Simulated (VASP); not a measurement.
# Ta2C (P-3m1) in VASP: single point with PBEsol

Aim: the single point of Ta2C with PBEsol.

Program: VASP 6.6.1. These are calculated values, not measurements. Logs are shortened: lines on timing, memory, paths and dates and some standing lists are left out, and cuts for length are marked.

### Step 1. The cell of the first run

Symmetry: P-3m1, No. 164, trigonal system. Conventional cell: a = 3.106 Å, b = 3.106 Å, c = 4.946 Å, α = 90.00°, β = 90.00°, γ = 120.00°. Ta (site symmetry 3m) has 3 C at 2.18 Å within 2.9 Å. C (site symmetry -3m) has 6 Ta at 2.18 Å within 2.9 Å.

### Step 2. Single point, PBEsol

The input, INCAR:

```
ALGO     = Normal         # electronic algorithm
EDIFF    = 1E-6           # SCF threshold, eV
ENCUT    = 520            # plane-wave cutoff, eV
GGA      = PS             # functional
ISIF     = 2              # what is computed and relaxed
ISMEAR   = -1             # smearing method
LASPH    = True           # aspherical terms in the spheres
LCHARG   = True           # write CHGCAR
LELF     = True           # ELF
LREAL    = False          # projectors in reciprocal space
LVHAR    = True         
LWAVE    = False          # write WAVECAR
NBANDS   = 20             # bands
NELM     = 60             # most SCF steps
PREC     = Accurate       # precision mode
SIGMA    = 0.1            # smearing width, eV
```

The input, KPOINTS:

```
k-points
0
Gamma
  11 11 6
```

The input, POSCAR:

```
Ta2C
1.0
    3.1059000000      0.0000000000      0.0000000000
   -1.5529500000      2.6897883000      0.0000000000
    0.0000000000      0.0000000000      4.9464000000
Ta C
2 1
Direct
    0.3333333333      0.6666666667      0.2520099992
    0.6666666667      0.3333333333      0.7479900008
    0.0000000000      0.0000000000      0.0000000000
```

Potentials or basis: VASP PAW PBE potentials, release 64 (Ta_pv, C).

Started as:

```sh
$ cat potpaw_PBE.64/Ta_pv/POTCAR potpaw_PBE.64/C/POTCAR > POTCAR
$ mpirun -np 1 vasp_std > vasp.out
```

OUTCAR:

```text
EDIFF = 1E-6
   ENCUT = 520
   GGA = PS
   ISIF = 2
   ISMEAR = -1
   LASPH = True
   LREAL = False
   NELM = 60
   PREC = Accurate

 ion  position               nearest neighbor table
   1  0.333  0.667  0.252-   3 2.18   3 2.18   3 2.18   2 3.04   2 3.04   2 3.04   2 3.07   2 3.07
                             2 3.07
   2  0.667  0.333  0.748-   3 2.18   3 2.18   3 2.18   1 3.04   1 3.04   1 3.04   1 3.07   1 3.07
                             1 3.07
   3  0.000  0.000  0.000-   1 2.18   2 2.18   2 2.18   1 2.18   2 2.18   1 2.18

  LATTYP: Found a hexagonal cell.
 ALAT       =     3.1059000000
 C/A-ratio  =     1.5925818603

  Lattice vectors:

 A1 = (   3.1059000000,   0.0000000000,   0.0000000000)
 A2 = (  -1.5529500000,   2.6897883000,   0.0000000000)
 A3 = (   0.0000000000,   0.0000000000,   4.9464000000)

Analysis of symmetry for initial positions (statically):
=====================================================================
 Subroutine PRICEL returns:
 Original cell was already a primitive cell.

 Routine SETGRP: Setting up the symmetry group for a
 hexagonal supercell.

 Subroutine GETGRP returns: Found 12 space group operations
 (whereof 12 operations were pure point group operations)
 out of a pool of 24 trial point group operations.

The static configuration has the point symmetry D_3d.

Analysis of symmetry for dynamics (positions and initial velocities):
=====================================================================
 Subroutine PRICEL returns:
 Original cell was already a primitive cell.

 Routine SETGRP: Setting up the symmetry group for a
 hexagonal supercell.

 Subroutine GETGRP returns: Found 12 space group operations
 (whereof 12 operations were pure point group operations)
 out of a pool of 24 trial point group operations.

The dynamic configuration has the point symmetry D_3d.

 Subroutine INISYM returns: Found 12 space group operations
 (whereof 12 operations are pure point group operations),
 and found     1 'primitive' translations

----------------------------------------------------------------------------------------

                                     Primitive cell

  volume of cell :      41.3233

  direct lattice vectors                    reciprocal lattice vectors
     3.105900000  0.000000000  0.000000000     0.321967868  0.185888235  0.000000000
    -1.552950000  2.689788300  0.000000000     0.000000000  0.371776470  0.000000000
     0.000000000  0.000000000  4.946400000     0.000000000  0.000000000  0.202167233

  length of vectors
     3.105900000  3.105899999  4.946400000     0.371776470  0.371776470  0.202167233

  position of ions in fractional coordinates (direct lattice)
     0.333333333  0.666666667  0.252009999
     0.666666667  0.333333333  0.747990001
     0.000000000  0.000000000  0.000000000

  ion indices of the primitive-cell ions
   primitive index   ion index
                 1           1
                 2           2
                 3           3

----------------------------------------------------------------------------------------

 KPOINTS: k-points

Automatic generation of k-mesh.
 Grid dimensions read from file:
 generate k-points for:   11   11    6

 Generating k-lattice:

  Cartesian coordinates                     Fractional coordinates (reciprocal lattice)
     0.029269806  0.016898930  0.000000000     0.090909091  0.000000000  0.000000000
     0.000000000  0.033797861  0.000000000     0.000000000  0.090909091  0.000000000
     0.000000000  0.000000000  0.033694539     0.000000000  0.000000000  0.166666667

  Length of vectors
     0.033797861  0.033797861  0.033694539

  Shift w.r.t. Gamma in fractional coordinates (k-lattice)
     0.000000000  0.000000000  0.000000000

 Subroutine IBZKPT returns following result:
 ===========================================

 Found     84 irreducible k-points:

 Following reciprocal coordinates:
            Coordinates               Weight
  0.000000  0.000000  0.000000      1.000000
  0.090909 -0.000000  0.000000      6.000000
  0.181818  0.000000  0.000000      6.000000
  0.272727  0.000000  0.000000      6.000000
  0.363636 -0.000000  0.000000      6.000000
  0.454545  0.000000  0.000000      6.000000
[... 16 lines left out ...]
  0.000000  0.272727  0.166667      6.000000
  0.363636 -0.000000  0.166667      6.000000
 [... further k-points ...]
   k-points           NKPTS =     84   k-points in BZ     NKDIM =     84   number of bands    NBANDS=     20
   number of dos      NEDOS =    301   number of ions     NIONS =      3
   total plane-waves  NPLWV =  23040
   dimension x,y,z NGX =    24 NGY =   24 NGZ =   40
   dimension x,y,z NGXF=    48 NGYF=   48 NGZF=   80
   ions per type =               2   1
   NGX,Y,Z   is equivalent  to a cutoff of  12.85, 12.85, 13.44 a.u.
   NGXF,Y,Z  is equivalent  to a cutoff of  25.69, 25.69, 26.89 a.u.
 SYSTEM =  unknown system
   PREC   = accura    normal or accurate (medium, high low for compatibility)
   ISTART =      0    job   : 0-new  1-cont  2-samecut
   ICHARG =      2    charge: 1-file 2-atom 10-const
   ISPIN  =      1    spin polarized calculation?
   LNONCOLLINEAR =      F non collinear calculations
   LSORBIT =      F    spin-orbit coupling
   LASPH  =      T    aspherical Exc in radial PAW
   ENCUT  =  520.0 eV  38.22 Ry    6.18 a.u.   5.77  5.77  9.20*2*pi/ulx,y,z
   NELM   =     60;   NELMIN=  2; NELMDL= -5     # of ELM steps
   EDIFF  = 0.1E-05   stopping-criterion for ELM
   LREAL  =      F    real-space projection
   EDIFFG = 0.1E-04   stopping-criterion for IOM
   NSW    =      0    number of steps for IOM
   IBRION =     -1    ionic relax: 0-MD 1-quasi-New 2-CG
   NFREE  =      0    steps in history (QN), initial steepest desc. (CG)
   ISIF   =      2    stress and relaxation
   ISYM   =      2    0-nonsym 1-usesym 2-fastsym
   POTIM  = 0.5000    time-step for ionic-motion
   TEBEG  =    0.0;   TEEND  =   0.0 temperature during run
   PSTRESS=    0.0 pullay stress
   NELECT =      26.0000    total number of electrons
   NUPDOWN=      -1.0000    fix difference up-down
   EMIN   =  10.00;   EMAX   =-10.00  energy-range for DOS
   EFERMI =   0.00;   METHOD = LEGACY
   ISMEAR =    -1;   SIGMA  =   0.10  broadening in eV -4-tet -1-fermi 0-gaus
   EFERMI_NEDOS =   21; number of points for ismear=-14 and -15
   IALGO  =     38    algorithm
   IMIX   =      4    mixing-type and parameters
     AMIX     =   0.40;   BMIX     =  1.00
     AMIX_MAG =   1.60;   BMIX_MAG =  1.00
  volume/ion in A,a.u.               =      13.77        92.95
  Fermi-wavevector in a.u.,A,eV,Ry     =   1.402817  2.650940 26.774843  1.967895
  Thomas-Fermi vector in A             =   2.525541
   LORBIT       =      0    0 simple, 1 ext, 2 COOP (PROOUT), +10 PAW based schemes
   GGA     = PS    functional components
   LHFCALC =     F    Hartree Fock is set to
   AEXX    =    0.0000 exact exchange contribution
   IVDW    =     0    specifies the selected vdW correction
   LEPSILON=     F    determine dielectric tensor
   LRPA    =     F    only Hartree local field effects (RPA)
 non-spin polarized calculation
  energy-cutoff  :      520.00
  volume of cell :       41.32
 maximum number of plane-waves:      1130
 NGX is ok and might be reduce to    24
   NGX = 11   NGY = 11   NGZ = 19

 number of electron      26.0000001 magnetization

 Free energy of the ion-electron system (eV)
  ---------------------------------------------------
  ext. energy  EPLUGINS =         0.00000000
  ---------------------------------------------------
  free energy    TOTEN  =       -36.71040375 eV

  energy without entropy =      -36.68442890  energy(sigma->0) =      -36.69741632

 E-fermi :   6.4077     XC(G=0): -12.8792

 val. band max:        6.4020495026   @ k =   0.0909  -0.0000   0.1667
 cond. band min:       6.4282966961   @ k =   0.0909   0.0909   0.0000
 fundamental gap:      0.0262471935
 Fermi energy:         6.4076944742

 k-point     1 :       0.0000    0.0000    0.0000
  band No.  band energies     occupation
      1     -28.4008      2.00000
      2     -27.7184      2.00000
      3     -27.7184      2.00000
      4     -27.6071      2.00000
      5     -27.6071      2.00000
      6     -27.5255      2.00000
[... 12 lines left out ...]
     19       9.3090      0.00000
     20      13.8598      0.00000

 k-point     2 :       0.0909   -0.0000    0.0000
  band No.  band energies     occupation
      1     -28.3785      2.00000
      2     -27.7674      2.00000
      3     -27.7356      2.00000
      4     -27.6551      2.00000
      5     -27.6119      2.00000
      6     -27.5340      2.00000
[... 12 lines left out ...]
     19      10.1547      0.00000
     20      14.0316      0.00000

 k-point     3 :       0.1818    0.0000    0.0000
  band No.  band energies     occupation
      1     -28.3157      2.00000
      2     -27.8982      2.00000
      3     -27.7801      2.00000
      4     -27.7790      2.00000
      5     -27.6271      2.00000
      6     -27.5604      2.00000
[... 12 lines left out ...]
     19      11.5749      0.00000
     20      13.7482      0.00000

 k-point     4 :       0.2727    0.0000    0.0000
  band No.  band energies     occupation
      1     -28.2250      2.00000
      2     -28.0665      2.00000
      3     -27.9360      2.00000
      4     -27.8321      2.00000
      5     -27.6502      2.00000
      6     -27.6055      2.00000
[... 12 lines left out ...]
     19      12.7959      0.00000
     20      13.3743      0.00000

 k-point     5 :       0.3636   -0.0000    0.0000
  band No.  band energies     occupation
      1     -28.2297      2.00000
      2     -28.1178      2.00000
      3     -28.0678      2.00000
      4     -27.8786      2.00000
      5     -27.6733      2.00000
      6     -27.6658      2.00000
[... 12 lines left out ...]
     19      12.8041      0.00000
     20      13.1081      0.00000

 k-point     6 :       0.4545    0.0000    0.0000
  band No.  band energies     occupation
      1     -28.3174      2.00000
      2     -28.1574      2.00000
      3     -28.0285      2.00000
      4     -27.9054      2.00000
      5     -27.7216      2.00000
      6     -27.6875      2.00000
[... 12 lines left out ...]
     19      12.0791      0.00000
     20      12.3507      0.00000

 k-point     7 :       0.0909    0.0909    0.0000
  band No.  band energies     occupation
      1     -28.3360      2.00000
      2     -27.8441      2.00000
      3     -27.8000      2.00000
      4     -27.7113      2.00000
      5     -27.6312      2.00000
      6     -27.5514      2.00000
[... 12 lines left out ...]
     19      11.1476      0.00000
     20      13.8973      0.00000
[... 277 lines left out ...]
 k-point    20 :       0.1818    0.0000    0.1667
  band No.  band energies     occupation
      1     -28.2774      2.00000
      2     -27.8823      2.00000
      3     -27.8139      2.00000
      4     -27.7720      2.00000
      5     -27.6342      2.00000
      6     -27.5854      2.00000
[... 12 lines left out ...]
     19      11.4017      0.00000
     20      13.3971      0.00000

 k-point    21 :       0.0000    0.1818    0.1667
  band No.  band energies     occupation
      1     -28.2824      2.00000
      2     -27.8812      2.00000
      3     -27.8029      2.00000
      4     -27.7658      2.00000
      5     -27.6406      2.00000
      6     -27.5921      2.00000
[... 12 lines left out ...]
     19      12.2213      0.00000
     20      12.6537      0.00000

 k-point    22 :       0.2727    0.0000    0.1667
  band No.  band energies     occupation
      1     -28.2182      2.00000
      2     -28.0479      2.00000
      3     -27.9533      2.00000
      4     -27.8229      2.00000
      5     -27.6597      2.00000
      6     -27.6150      2.00000
[... 12 lines left out ...]
     19      12.1411      0.00000
     20      13.1159      0.00000

 k-point    23 :       0.0000    0.2727    0.1667
  band No.  band energies     occupation
      1     -28.2450      2.00000
      2     -28.0040      2.00000
      3     -27.9596      2.00000
      4     -27.8174      2.00000
      5     -27.6654      2.00000
      6     -27.6255      2.00000
[... 12 lines left out ...]
     19      12.1775      0.00000
     20      13.8428      0.00000

 k-point    24 :       0.3636   -0.0000    0.1667
  band No.  band energies     occupation
      1     -28.2542      2.00000
      2     -28.1540      2.00000
      3     -28.0112      2.00000
      4     -27.8670      2.00000
      5     -27.6853      2.00000
      6     -27.6603      2.00000
[... 12 lines left out ...]
     19      12.4611      0.00000
     20      12.9653      0.00000

 [... further k-points ...]

------------------------ aborting loop because EDIFF is reached ----------------------------------------

  FORCE on cell =-STRESS in cart. coord.  units (eV):
  Direction    XX          YY          ZZ          XY          YZ          ZX
  --------------------------------------------------------------------------------------
  -------------------------------------------------------------------------------------
  Total       -0.6129450     -0.6129450     -0.8013306      0.0000000      0.0000000      0.0000000
  in kB      -23.7649692    -23.7649692    -31.0690163      0.0000000      0.0000000      0.0000000
  external PRESSURE =     -26.1996516 kB  Pullay stress =       0.0000000 kB

 VOLUME and BASIS-vectors are now :
 -----------------------------------------------------------------------------
  energy-cutoff  :      520.00
  volume of cell :       41.32
      direct lattice vectors                 reciprocal lattice vectors
     3.105900000  0.000000000  0.000000000     0.321967868  0.185888235  0.000000000
    -1.552950000  2.689788300  0.000000000     0.000000000  0.371776470  0.000000000
     0.000000000  0.000000000  4.946400000     0.000000000  0.000000000  0.202167233

 POSITION                                       TOTAL-FORCE (eV/Angst)
 -----------------------------------------------------------------------------------
     -0.00000      1.79319      1.24654        -0.000000      0.000000      0.062783
      1.55295      0.89660      3.69986         0.000000     -0.000000     -0.062783
      0.00000      0.00000      0.00000        -0.000000      0.000000      0.000000
 -----------------------------------------------------------------------------------
    total drift:                               -0.000000      0.000000     -0.000000

  FREE ENERGIE OF THE ION-ELECTRON SYSTEM (eV)
  ---------------------------------------------------
  free  energy   TOTEN  =       -36.7104037535 eV

  energy  without entropy=      -36.6844288956  energy(sigma->0) =      -36.69741632
```

Run time: 81 s. Hardware: 1 thread of Intel Xeon 8259CL, shared host; peak memory 0.2 GiB.

Results:

- Free energy: -36.7104 eV
- Pressure: -2.6 GPa
- Largest force: 0.063 eV/Å
- Band gap on the k mesh: zero (bands 13 and 14 overlap by 0.78 eV)

Forces in eV/Å, atoms in the order of the input:
```
Ta   0.000  0.000  0.063
Ta   0.000  0.000 -0.063
C    0.000  0.000  0.000
```

Levels at points of the mesh, in eV from the Fermi level:
```tsv
k point	band 10	band 11	band 12	band 13	band 14	band 15	band 16	band 17
(0.00, 0.00, 0.00)	-3.61	-3.02	-0.04	0.49	0.49	1.11	1.11	2.37
(0.00, 0.00, 0.50)	-3.85	-1.80	-1.59	-0.29	-0.29	2.91	2.91	3.45
```

Caveat: the PAW data sets were made with another functional, which shifts forces and pressure a little; spin-orbit coupling is left out, which moves the levels of the heavy elements.
